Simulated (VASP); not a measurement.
# Hf (Im-3m) in VASP: a series of runs, part 2 of 2

VASP 6.6.1.

### 3 Relaxation of cell and atoms, PBEsol

Input file INCAR:

```
PREC = Accurate ; ENCUT = 600
EDIFF = 1E-6 ; ISMEAR = -1
SIGMA = 0.3 ; LREAL = False
LASPH = True ; NELM = 100
ALGO = Normal ; ISIF = 3
LWAVE = False ; LCHARG = False
GGA = PS ; IBRION = 2
NSW = 80 ; EDIFFG = -0.01
```

Input file KPOINTS:

```
regular mesh
0
Gamma
  9 9 9
```

Input file POSCAR:

```
Hf
1.0
   -1.8050000000      1.8050000000      1.8050000000
    1.8050000000     -1.8050000000      1.8050000000
    1.8050000000      1.8050000000     -1.8050000000
Hf
1
Direct
    0.0000000000      0.0000000000      0.0000000000
```

Potentials or basis: VASP PAW PBE potentials, release 64 (Hf_pv).

On the command line:

```
$ cat potpaw_PBE.64/Hf_pv/POTCAR > POTCAR
$ mpirun -np 1 vasp_std > vasp.out
```

OUTCAR:

```text
PREC = Accurate
   ENCUT = 600
   EDIFF = 1E-6
   ISMEAR = -1
   LREAL = False
   LASPH = True
   NELM = 100
   ISIF = 3
   GGA = PS
   IBRION = 2
   NSW = 80
   EDIFFG = -0.01

 ion  position               nearest neighbor table
   1  0.000  0.000  0.000-

  LATTYP: Found a body centered cubic cell.
 ALAT       =     3.6100000000

  Lattice vectors:

 A1 = (  -1.8050000000,   1.8050000000,   1.8050000000)
 A2 = (   1.8050000000,  -1.8050000000,   1.8050000000)
 A3 = (   1.8050000000,   1.8050000000,  -1.8050000000)

Analysis of symmetry for initial positions (statically):
=====================================================================
 Subroutine PRICEL returns:
 Original cell was already a primitive cell.

 Routine SETGRP: Setting up the symmetry group for a
 body centered cubic supercell.

 Subroutine GETGRP returns: Found 48 space group operations
 (whereof 48 operations were pure point group operations)
 out of a pool of 48 trial point group operations.

The static configuration has the point symmetry O_h .

Analysis of symmetry for dynamics (positions and initial velocities):
=====================================================================
 Subroutine PRICEL returns:
 Original cell was already a primitive cell.

 Routine SETGRP: Setting up the symmetry group for a
 body centered cubic supercell.

 Subroutine GETGRP returns: Found 48 space group operations
 (whereof 48 operations were pure point group operations)
 out of a pool of 48 trial point group operations.

The dynamic configuration has the point symmetry O_h .

 Subroutine INISYM returns: Found 48 space group operations
 (whereof 48 operations are pure point group operations),
 and found     1 'primitive' translations

----------------------------------------------------------------------------------------

                                     Primitive cell

[... 126 lines left out ...]

--------------------------------------- Ionic step        1  -------------------------------------------

 number of electron      10.0000000 magnetization

 number of electron       9.9999999 magnetization

 Free energy of the ion-electron system (eV)
  ---------------------------------------------------
  ext. energy  EPLUGINS =         0.00000000
  ---------------------------------------------------
  free energy    TOTEN  =       -10.54424879 eV

  energy without entropy =      -10.04027121  energy(sigma->0) =      -10.29226000

------------------------ aborting loop because EDIFF is reached ----------------------------------------

  FORCE on cell =-STRESS in cart. coord.  units (eV):
  Direction    XX          YY          ZZ          XY          YZ          ZX
  --------------------------------------------------------------------------------------
  -------------------------------------------------------------------------------------
  Total       -1.1008871     -1.1008871     -1.1008871      0.0000000      0.0000000      0.0000000
  in kB      -74.9828206    -74.9828206    -74.9828206      0.0000000      0.0000000      0.0000000
  external PRESSURE =     -74.9828206 kB  Pullay stress =       0.0000000 kB
[... 92 lines left out ...]
--------------------------------------- Ionic step        4  -------------------------------------------

 number of electron      10.0000001 magnetization

 Free energy of the ion-electron system (eV)
  ---------------------------------------------------
  ext. energy  EPLUGINS =         0.00000000
  ---------------------------------------------------
  free energy    TOTEN  =       -10.59056651 eV

  energy without entropy =      -10.11798006  energy(sigma->0) =      -10.35427328

 E-fermi :   4.6457     XC(G=0): -11.5418

 val. band max:        4.5892802802   @ k =  -0.4444   0.4444   0.1111
 cond. band min:       4.6628447473   @ k =   0.2222   0.2222   0.0000
 fundamental gap:      0.0735644671
 Fermi energy:         4.6457113854

 k-point     1 :       0.0000    0.0000    0.0000
  band No.  band energies     occupation
      1     -25.0009      2.00000
      2     -25.0009      2.00000
      3     -25.0009      2.00000
      4      -2.5116      2.00000
      5       6.1783      0.01202
      6       6.1783      0.01202
      7       6.1783      0.01202
      8       9.0695      0.00000
      9       9.0695      0.00000
[... 265 lines left out ...]
 k-point    24 :      -0.4444   -0.4444    0.1111
  band No.  band energies     occupation
      1     -25.8274      2.00000
      2     -25.4390      2.00000
      3     -25.1483      2.00000
      4       2.2532      1.99931
      5       4.3809      1.41482
      6       4.6779      0.94636
      7       7.6644      0.00009
      8      10.5595      0.00000
      9      13.1887      0.00000

 [... further k-points ...]

------------------------ aborting loop because EDIFF is reached ----------------------------------------

  FORCE on cell =-STRESS in cart. coord.  units (eV):
  Direction    XX          YY          ZZ          XY          YZ          ZX
  --------------------------------------------------------------------------------------
  -------------------------------------------------------------------------------------
  Total        0.0072154      0.0072154      0.0072154      0.0000000      0.0000000      0.0000000
  in kB        0.5341021      0.5341021      0.5341021      0.0000000      0.0000000      0.0000000
  external PRESSURE =       0.5341021 kB  Pullay stress =       0.0000000 kB
[... 16 lines left out ...]
  FREE ENERGIE OF THE ION-ELECTRON SYSTEM (eV)
  ---------------------------------------------------
  free  energy   TOTEN  =       -10.5905665057 eV

  energy  without entropy=      -10.1179800622  energy(sigma->0) =      -10.35427328

 reached required accuracy - stopping structural energy minimisation
```

OSZICAR:

```text
N       E                     dE             d eps       ncg     rms          rms(c)
DAV:   1     0.680538274000E+01    0.68054E+01   -0.63538E+03   630   0.113E+03
DAV:   2    -0.106593416380E+02   -0.17465E+02   -0.16859E+02   957   0.139E+02
DAV:   3    -0.109476286138E+02   -0.28829E+00   -0.28410E+00   755   0.133E+01
DAV:   4    -0.109488999885E+02   -0.12714E-02   -0.12707E-02   768   0.940E-01
[... 28 lines left out ...]
       N       E                     dE             d eps       ncg     rms          rms(c)
DAV:   1    -0.105906902195E+02   -0.12982E-03   -0.31291E-03   634   0.519E-01    0.966E-02
DAV:   2    -0.105905943854E+02    0.95834E-04   -0.12628E-04   638   0.109E-01    0.373E-02
DAV:   3    -0.105905664375E+02    0.27948E-04   -0.89007E-05   656   0.800E-02    0.193E-02
DAV:   4    -0.105905665057E+02   -0.68196E-07   -0.69016E-07   406   0.950E-03
   4 F= -.10590567E+02 E0= -.10354273E+02  d E =-.463177E-01
```

CONTCAR:

```text
Hf
   1.00000000000000
    -1.7556150722874955    1.7556150722874955    1.7556150722874955
     1.7556150722874955   -1.7556150722874955    1.7556150722874955
     1.7556150722874955    1.7556150722874955   -1.7556150722874955
  Hf
     1
Direct
     1.0000000000000000    1.0000000000000000    0.0000000000000000

  0.00000000E+00  0.00000000E+00  0.00000000E+00
```

Wall time 21 s (1 thread of Intel Xeon Platinum 8488C (Sapphire Rapids), shared host); peak memory 0.16 GiB.

What came out:

- Free energy: -10.5906 eV
- Relaxed volume: 21.64 Å³/atom
- Relaxed cell: a = 3.041 Å, b = 3.041 Å, c = 3.041 Å, α = 109.47°, β = 109.47°, γ = 109.47°
- Space group after relaxing (to 0.05 Å): Im-3m (No. 229)
- Energy gained by relaxing: 46.3 meV/atom
- Ionic steps: 4
- Pressure after relaxing: 0.1 GPa
- Band gap on the k mesh: zero (band 5 reaches 6.18 eV, above the bottom of band 6 at 3.94 eV)

The path:
| step | energy change (eV) | largest force (eV/Å) | pressure (GPa) | volume (Å³) |
| --- | --- | --- | --- | --- |
| 1 | 0.0000 | 0.0000 | -7.50 | 23.52 |
| 2 | 0.0011 | 0.0000 | 9.55 | 19.97 |
| 3 | -0.0463 | 0.0000 | -0.11 | 21.68 |
| 4 | -0.0463 | 0.0000 | 0.05 | 21.64 |

Final structure:
```xyz
1
Lattice="-1.7556 1.7556 1.7556 1.7556 -1.7556 1.7556 1.7556 1.7556 -1.7556" Properties=species:S:1:pos:R:3 pbc="T T T"
Hf    0.0000    0.0000    3.5112
```

Caveat: the PAW data sets were made with another functional, which shifts forces and pressure a little; spin-orbit coupling is left out, which moves the levels of the heavy elements.

### 4 Relaxation of cell and atoms, PBE

Input file INCAR:

```
SYSTEM = Hf
PREC     = Accurate       ! precision mode
ENCUT    = 600            ! plane-wave cutoff, eV
EDIFF    = 1E-6           ! SCF threshold, eV
ISMEAR   = -1             ! smearing method
SIGMA    = 0.3            ! smearing width, eV
LREAL    = .FALSE.        ! projectors in reciprocal space
LASPH    = .TRUE.         ! aspherical terms in the spheres
NELM     = 80             ! most SCF steps
ALGO     = Normal         ! electronic algorithm
ISIF     = 3              ! what is computed and relaxed
LWAVE    = .FALSE.        ! write WAVECAR
LCHARG   = .FALSE.        ! write CHGCAR
GGA      = PE             ! functional
IBRION   = 2              ! ionic algorithm
NSW      = 80             ! ionic steps
EDIFFG   = -0.01          ! ionic threshold
```

Input file KPOINTS:

```
regular mesh
0
G
  9 9 9
  0 0 0
```

POSCAR is that of step 3.

On the command line:

```
$ cat potpaw_PBE.64/Hf_pv/POTCAR > POTCAR
$ mpirun -np 1 vasp_std > vasp.out
```

It took 24 s on 1 thread of Intel Xeon Platinum 8488C (Sapphire Rapids), shared host; peak memory 0.16 GiB.

It converged, with:

```yaml
Free_energy: -10.0128 eV
Relaxed_volume: 22.66 Å³/atom
Relaxed_cell: a = 3.088 Å, b = 3.088 Å, c = 3.088 Å, α = 109.47°, β = 109.47°, γ = 109.47°
Space_group_after_relaxing_to_0.05_Å: Im-3m (No. 229)
Energy_gained_by_relaxing: 9.6 meV/atom
Ionic_steps: 3
Pressure_after_relaxing: 0.0 GPa
Band_gap_on_the_k_mesh: zero (band 5 reaches 6.01 eV, above the bottom of band 6 at 3.76 eV)
```

Step by step:
```
step  energy change (eV)  largest force (eV/Å)  pressure (GPa)  volume (Å³)
   1              0.0000                0.0000           -3.45        23.52
   2              0.0000                0.0000            3.85        21.84
   3             -0.0096                0.0000           -0.04        22.66
```

Final structure:
```
CELL_PARAMETERS angstrom
-1.78277 1.78277 1.78277
1.78277 -1.78277 1.78277
1.78277 1.78277 -1.78277
ATOMIC_POSITIONS crystal
Hf 0.00000 0.00000 0.00000
```

Levels at points of the mesh, in eV from the Fermi level:
| k point | band 2 | band 3 | band 4 | band 5 | band 6 | band 7 | band 8 | band 9 |
| --- | --- | --- | --- | --- | --- | --- | --- | --- |
| (0.00, 0.00, 0.00) | -29.89 | -29.89 | -7.02 | 1.50 | 1.50 | 1.50 | 4.25 | 4.25 |

Caveat: spin-orbit coupling is left out, which moves the levels of the heavy elements.

### 5 Summary

| level | gap on the mesh (eV) | pressure (GPa) | relaxed volume (Å³/atom) |
| --- | --- | --- | --- |
| PBE+D3(BJ) | none | 0.1 | 21.89 |
| PBEsol | none | 0.1 | 21.64 |
| PBE | none | 0.0 | 22.66 |

Alike in all rows: task relaxation of cell and atoms; potentials or basis VASP PAW PBE potentials, release 64 (Hf_pv); no spin polarisation; cell relaxed; k mesh 9 × 9 × 9; cutoff (eV) 600; smearing fermi-dirac 0.3 eV.

Caveats: spin-orbit coupling is left out, which moves the levels of the heavy elements; pairwise dispersion overbinds metals, which lowers pressure and volume (some runs); the PAW data sets were made with another functional, which shifts forces and pressure a little (some runs).

Total energies depend on the potentials used, so only differences within one code and one set of settings carry meaning.
